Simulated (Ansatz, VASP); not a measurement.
# BiTe in VASP and in Ansatz

```xyz
2
Lattice="0.0000 3.1506 3.1506 3.1506 0.0000 3.1506 3.1506 3.1506 0.0000" Properties=species:S:1:pos:R:3 pbc="T T T"
Bi    0.0000    0.0000    0.0000
Te    3.1506    3.1506    3.1506
```

Alike in both runs: task single point; functional PBE; k mesh 12 × 12 × 12; occupations gaussian, width 0.1 eV; no spin polarisation.

|  | VASP | Ansatz |
| --- | --- | --- |
| version | VASP 6.6.1 | Ansatz 0.2.0 |
| potentials or method | VASP PAW PBE potentials, release 64 (Bi_d, Te), cutoff 520 eV | scalar-relativistic, plane waves, PAW |
| valence electrons in the cell | 21 | 31 |

```csv
,VASP,Ansatz,Ansatz less VASP
gap on the k mesh at the Fermi level (eV),none,none,-
pressure (GPa),5.4,5.5,+0.05
```

A gap of «none» marks a metal or a gap that the smearing closes. VASP's potentials hold 21 valence electrons a cell and Ansatz's 31, so a difference there can come from the potentials and not from the codes.

Neither program's run includes spin-orbit coupling.
